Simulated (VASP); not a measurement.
# C (P1) in VASP: single point with PBE+D3(BJ)

Aim: the single point of C with PBE+D3(BJ).

All numbers are computed with VASP 6.6.1; they aren't measurements. Logs are shortened: lines on timing, memory, paths and dates and some standing lists are left out, and cuts for length are marked.

**1. The cell of the first run**

The typed cell holds 18 atoms: a = 5.016 Å, b = 5.016 Å, c = 6.571 Å, α = 102.53°, β = 102.53°, γ = 94.24°.

**2. Single point, PBE+D3(BJ) (dynamics (npt langevin) at 800 K, volume x 1.02, from the last frame before)**

The input, INCAR:

```
PREC = Accurate ; ENCUT = 520
EDIFF = 1E-6 ; ISMEAR = -1
SIGMA = 0.0689 ; LREAL = Auto
LASPH = T ; NELM = 80
ALGO = Normal ; ISIF = 2
LWAVE = F ; LCHARG = F
GGA = PE ; IVDW = 12
NBANDS = 51
```

The input, KPOINTS:

```
Automatic mesh
0
Gamma
  2 2 2
  0.5 0.5 0.5
```

The input, POSCAR:

```
C
1.0
    1.2252710000      3.5370520000     -3.3395010000
   -2.4505420000     -2.8296420000     -3.3395010000
   -4.9010830000      2.8296420000      3.3395010000
C
18
Direct
    0.7560207576      0.3914655610      0.7111594541
    0.0860557026      0.4017049204      0.0455017346
    0.4291748187      0.4154762744      0.3823188464
    0.7843211302      0.1131349834      0.3666360898
    0.1092057415      0.0918257781      0.7004510436
    0.4432482621      0.1095125486      0.0462267506
    0.7458760304      0.7308367134      0.0317866905
    0.1077424519      0.7616727834      0.3711386964
    0.4289041978      0.7661791233      0.7096859519
    0.8629416787      0.4936652446      0.9302686769
    0.1974425729      0.5172279526      0.2714567040
    0.5225400225      0.5240171122      0.6031118416
    0.8740282909      0.1791036029      0.5856039608
    0.2123610580      0.1955066262      0.9290566283
    0.5458600540      0.2032880979      0.2712668756
    0.8813557071      0.8668853267      0.2592236627
    0.2343268029      0.8924826830      0.6023155570
    0.5304571669      0.8610052330      0.9338838575
```

Potentials or basis: VASP PAW PBE potentials, release 64 (C).

Started as:

```console
$ cat potpaw_PBE.64/C/POTCAR > POTCAR
$ mpirun -np 1 vasp_std > vasp.out
```

OUTCAR:

```text
PREC = Accurate
   ENCUT = 520
   EDIFF = 1E-6
   ISMEAR = -1
   LREAL = Auto
   LASPH = T
   NELM = 80
   ISIF = 2
   GGA = PE
   IVDW = 12
 IVDW          = 12

 ion  position               nearest neighbor table
   1  0.756  0.391  0.711-  10 1.39  13 1.45  12 1.51
   2  0.086  0.402  0.046-  10 1.38  14 1.42  11 1.44
   3  0.429  0.415  0.382-  12 1.39  15 1.40  11 1.42
   4  0.784  0.113  0.367-  13 1.37  15 1.38  16 1.46
   5  0.109  0.092  0.700-  17 1.34  13 1.41  14 1.44
   6  0.443  0.110  0.046-  14 1.40  15 1.42  18 1.45
[... 10 lines left out ...]
  17  0.234  0.892  0.602-   5 1.34   9 1.36   8 1.49
  18  0.530  0.861  0.934-   9 1.41   7 1.41   6 1.45

  LATTYP: Found a base centered monoclinic cell.
 ALAT       =     6.8272092137
 B/A-ratio  =     1.0768126495
 C/A-ratio  =     0.9624914429
 COS(beta)  =    -0.3186997509

  Lattice vectors:

 A1 = (   1.2252710000,   3.5370520000,  -3.3395010000)
 A2 = (  -2.4505420000,  -2.8296420000,  -3.3395010000)
 A3 = (  -4.9010830000,   2.8296420000,   3.3395010000)

Analysis of symmetry for initial positions (statically):
=====================================================================
 Subroutine PRICEL returns:
 Original cell was already a primitive cell.

 Routine SETGRP: Setting up the symmetry group for a
 base centered monoclinic supercell.

 Subroutine GETGRP returns: Found  1 space group operations
 (whereof  1 operations were pure point group operations)
 out of a pool of  4 trial point group operations.

The static configuration has the point symmetry C_1 .

Analysis of symmetry for dynamics (positions and initial velocities):
=====================================================================
 Subroutine PRICEL returns:
 Original cell was already a primitive cell.

 Routine SETGRP: Setting up the symmetry group for a
 base centered monoclinic supercell.

 Subroutine GETGRP returns: Found  1 space group operations
 (whereof  1 operations were pure point group operations)
 out of a pool of  4 trial point group operations.

The dynamic configuration has the point symmetry C_1 .

 Subroutine INISYM returns: Found  1 space group operations
 (whereof  1 operations are pure point group operations),
 and found     1 'primitive' translations

----------------------------------------------------------------------------------------

                                     Primitive cell

  volume of cell :     156.3072

  direct lattice vectors                    reciprocal lattice vectors
     1.225271000  3.537052000 -3.339501000     0.000000000  0.157067389 -0.133087093
    -2.450542000 -2.829642000 -3.339501000    -0.136024348 -0.078533684 -0.133087073
    -4.901083000  2.829642000  3.339501000    -0.136024348  0.078533705  0.033271770

  length of vectors
     5.016402377  5.016402782  6.571130447     0.205869713  0.205869696  0.160552723

  position of ions in fractional coordinates (direct lattice)
     0.756020758  0.391465561  0.711159454
     0.086055703  0.401704920  0.045501735
     0.429174819  0.415476274  0.382318846
     0.784321130  0.113134983  0.366636090
     0.109205741  0.091825778  0.700451044
     0.443248262  0.109512549  0.046226751
[... 10 lines left out ...]
     0.234326803  0.892482683  0.602315557
     0.530457167  0.861005233  0.933883857

  ion indices of the primitive-cell ions
   primitive index   ion index
                 1           1
                 2           2
                 3           3
                 4           4
                 5           5
                 6           6
[... 10 lines left out ...]
                17          17
                18          18

----------------------------------------------------------------------------------------

 KPOINTS: Automatic mesh

Automatic generation of k-mesh.
 Grid dimensions read from file:
 generate k-points for:    2    2    2

 Generating k-lattice:

  Cartesian coordinates                     Fractional coordinates (reciprocal lattice)
     0.000000000  0.078533694 -0.066543546     0.500000000  0.000000000  0.000000000
    -0.068012174 -0.039266842 -0.066543536     0.000000000  0.500000000  0.000000000
    -0.068012174  0.039266852  0.016635885     0.000000000  0.000000000  0.500000000

  Length of vectors
     0.102934857  0.102934848  0.080276361

  Shift w.r.t. Gamma in fractional coordinates (k-lattice)
     0.500000000  0.500000000  0.500000000

 Subroutine IBZKPT returns following result:
 ===========================================

 Found      4 irreducible k-points:

 Following reciprocal coordinates:
            Coordinates               Weight
  0.250000  0.250000  0.250000      2.000000
 -0.250000  0.250000  0.250000      2.000000
 -0.250000  0.250000 -0.250000      2.000000
 -0.250000 -0.250000  0.250000      2.000000
   k-points           NKPTS =      4   k-points in BZ     NKDIM =      4   number of bands    NBANDS=     51
   number of dos      NEDOS =    301   number of ions     NIONS =     18
   total plane-waves  NPLWV =  80000
   dimension x,y,z NGX =    40 NGY =   40 NGZ =   50
   dimension x,y,z NGXF=    80 NGYF=   80 NGZF=  100
   ions per type =              18
   NGX,Y,Z   is equivalent  to a cutoff of  13.26, 13.26, 12.65 a.u.
   NGXF,Y,Z  is equivalent  to a cutoff of  26.51, 26.51, 25.30 a.u.
 SYSTEM =  unknown system
   PREC   = accura    normal or accurate (medium, high low for compatibility)
   ISTART =      0    job   : 0-new  1-cont  2-samecut
   ICHARG =      2    charge: 1-file 2-atom 10-const
   ISPIN  =      1    spin polarized calculation?
   LNONCOLLINEAR =      F non collinear calculations
   LSORBIT =      F    spin-orbit coupling
   LASPH  =      T    aspherical Exc in radial PAW
   ENCUT  =  520.0 eV  38.22 Ry    6.18 a.u.   9.33  9.33 12.22*2*pi/ulx,y,z
   NELM   =     80;   NELMIN=  2; NELMDL= -5     # of ELM steps
   EDIFF  = 0.1E-05   stopping-criterion for ELM
   LREAL  =      T    real-space projection
   EDIFFG = 0.1E-04   stopping-criterion for IOM
   NSW    =      0    number of steps for IOM
   IBRION =     -1    ionic relax: 0-MD 1-quasi-New 2-CG
   NFREE  =      0    steps in history (QN), initial steepest desc. (CG)
   ISIF   =      2    stress and relaxation
   ISYM   =      2    0-nonsym 1-usesym 2-fastsym
   POTIM  = 0.5000    time-step for ionic-motion
   TEBEG  =    0.0;   TEEND  =   0.0 temperature during run
   PSTRESS=    0.0 pullay stress
   NELECT =      72.0000    total number of electrons
   NUPDOWN=      -1.0000    fix difference up-down
   EMIN   =  10.00;   EMAX   =-10.00  energy-range for DOS
   EFERMI =   0.00;   METHOD = LEGACY
   ISMEAR =    -1;   SIGMA  =   0.07  broadening in eV -4-tet -1-fermi 0-gaus
   EFERMI_NEDOS =   21; number of points for ismear=-14 and -15
   IALGO  =     38    algorithm
   IMIX   =      4    mixing-type and parameters
     AMIX     =   0.40;   BMIX     =  1.00
     AMIX_MAG =   1.60;   BMIX_MAG =  1.00
  volume/ion in A,a.u.               =       8.68        58.60
  Fermi-wavevector in a.u.,A,eV,Ry     =   1.264327  2.389231 21.749218  1.598522
  Thomas-Fermi vector in A             =   2.397638
   LORBIT       =      0    0 simple, 1 ext, 2 COOP (PROOUT), +10 PAW based schemes
   GGA     = PE    functional components
   LHFCALC =     F    Hartree Fock is set to
   AEXX    =    0.0000 exact exchange contribution
   IVDW    =    12    specifies the selected vdW correction
   LEPSILON=     F    determine dielectric tensor
   LRPA    =     F    only Hartree local field effects (RPA)
 non-spin polarized calculation
  energy-cutoff  :      520.00
  volume of cell :      156.31
 maximum number of plane-waves:      4221
 NGX is ok and might be reduce to    40
   NGX = 19   NGY = 19   NGZ = 25

 number of electron      72.0000002 magnetization

 Free energy of the ion-electron system (eV)
  ---------------------------------------------------
  ext. energy  EPLUGINS =         0.00000000
  ---------------------------------------------------
  free energy    TOTEN  =      -164.03229431 eV

  energy without entropy =     -164.02782063  energy(sigma->0) =     -164.03005747

 E-fermi :   4.8231     XC(G=0): -10.4086

 val. band max:        4.5049125369   @ k =  -0.2500  -0.2500   0.2500
 cond. band min:       5.1399048611   @ k =  -0.2500  -0.2500   0.2500
 fundamental gap:      0.6349923243
 Fermi energy:         4.8230752019

 k-point     1 :       0.2500    0.2500    0.2500
  band No.  band energies     occupation
      1     -14.2591      2.00000
      2     -14.0813      2.00000
      3     -12.9298      2.00000
      4     -12.7341      2.00000
      5     -10.5537      2.00000
      6     -10.4012      2.00000
[... 40 lines left out ...]
     47      13.0109      0.00000
     48      13.1784      0.00000

 k-point     2 :      -0.2500    0.2500    0.2500
  band No.  band energies     occupation
      1     -14.3517      2.00000
      2     -13.9659      2.00000
      3     -12.9801      2.00000
      4     -12.7031      2.00000
      5     -10.5946      2.00000
      6     -10.4158      2.00000
[... 40 lines left out ...]
     47      12.8970      0.00000
     48      13.0970      0.00000

 k-point     3 :      -0.2500    0.2500   -0.2500
  band No.  band energies     occupation
      1     -14.3361      2.00000
      2     -13.9922      2.00000
      3     -13.0249      2.00000
      4     -12.6203      2.00000
      5     -10.5861      2.00000
      6     -10.5316      2.00000
[... 40 lines left out ...]
     47      13.0112      0.00000
     48      13.1848      0.00000

 k-point     4 :      -0.2500   -0.2500    0.2500
  band No.  band energies     occupation
      1     -14.8261      2.00000
      2     -12.5497      2.00000
      3     -12.3535      2.00000
      4     -12.3101      2.00000
      5     -12.1223      2.00000
      6     -11.9802      2.00000
[... 40 lines left out ...]
     47      12.1922      0.00000
     48      12.3456      0.00000
 [bands above 48 left out]

------------------------ aborting loop because EDIFF is reached ----------------------------------------

 Edisp (eV)   -2.82833

 E8    (eV) :    -0.8023

  FORCE on cell =-STRESS in cart. coord.  units (eV):
  Direction    XX          YY          ZZ          XY          YZ          ZX
  --------------------------------------------------------------------------------------
  -------------------------------------------------------------------------------------
  Total       7.23262    10.99088    -1.79364    -1.52267    -0.70900    -1.05515
  in kB      74.13570   112.65859   -18.38516   -15.60765    -7.26739   -10.81546
  external pressure =       56.14 kB  Pullay stress =        0.00 kB

 VOLUME and BASIS-vectors are now :
 -----------------------------------------------------------------------------
  energy-cutoff  :      520.00
  volume of cell :      156.31
      direct lattice vectors                 reciprocal lattice vectors
     1.225271000  3.537052000 -3.339501000     0.000000000  0.157067389 -0.133087093
    -2.450542000 -2.829642000 -3.339501000    -0.136024348 -0.078533684 -0.133087073
    -4.901083000  2.829642000  3.339501000    -0.136024348  0.078533705  0.033271770

 POSITION                                       TOTAL-FORCE (eV/Angst)
 -----------------------------------------------------------------------------------
     -3.51842      3.57870     -1.45711         0.919544     -2.619974     -0.178391
     -1.10196     -0.70354     -1.47692        -0.103355      1.312973     -0.181585
     -2.36606      1.42419     -1.54396        -0.503112     -1.090544      0.429473
     -1.11315      3.49150     -1.77267         2.563404      1.635268      1.793121
     -3.52418      2.10846      1.66781        -2.740944     -0.174889      0.319701
      0.04817      1.38872     -1.69157         2.204885      1.069415      1.385473
[... 10 lines left out ...]
     -4.85195      0.00776     -1.75155         4.746991     -1.907758      0.485951
     -6.03702      2.08247     -1.52808        -0.212324      0.497279     -1.053084
 -----------------------------------------------------------------------------------
    total drift:                                0.022078      0.016962      0.024510

  FREE ENERGIE OF THE ION-ELECTRON SYSTEM (eV)
  ---------------------------------------------------
  free  energy   TOTEN  =      -166.8606210088 eV

  energy  without entropy=     -166.8561473362  energy(sigma->0) =     -166.85838417
```

Wall time 58 s (1 thread of Intel Xeon Platinum 8259CL at 2.50GHz (Skylake/Cascade Lake), shared host); peak memory 0.25 GiB.

What came out:

```
Free energy                : -166.8606 eV
Pressure                   : 5.6 GPa
Largest force              : 5.139 eV/Å
Band gap on the k mesh     : 0.64 eV, direct
Dispersion energy per atom : -0.157 eV
```

Forces on the atoms (eV/Å):
```
C    0.920 -2.620 -0.178
C   -0.103  1.313 -0.182
C   -0.503 -1.091  0.429
C    2.563  1.635  1.793
C   -2.741 -0.175  0.320
C    2.205  1.069  1.385
C   -2.277  2.131 -0.270
C   -1.117  0.347  0.348
C    0.540  2.635  0.680
C   -2.162 -2.486 -0.122
C    0.699 -0.622 -0.859
C    0.201  2.936 -0.659
C   -3.972 -0.251 -0.701
C   -0.857 -0.925 -0.027
C    0.740 -1.378 -0.979
C    1.330 -1.110 -0.411
C    4.747 -1.908  0.486
C   -0.212  0.497 -1.053
```

Stress tensor (GPa, compression positive):
```
 7.41 -1.56 -1.08
-1.56 11.27 -0.73
-1.08 -0.73 -1.84
```

Caveat: the k points lie up to 0.65 Å⁻¹ apart; forces of over 1 eV/Å act on the atoms, so gaps and moduli don't describe the material at rest.
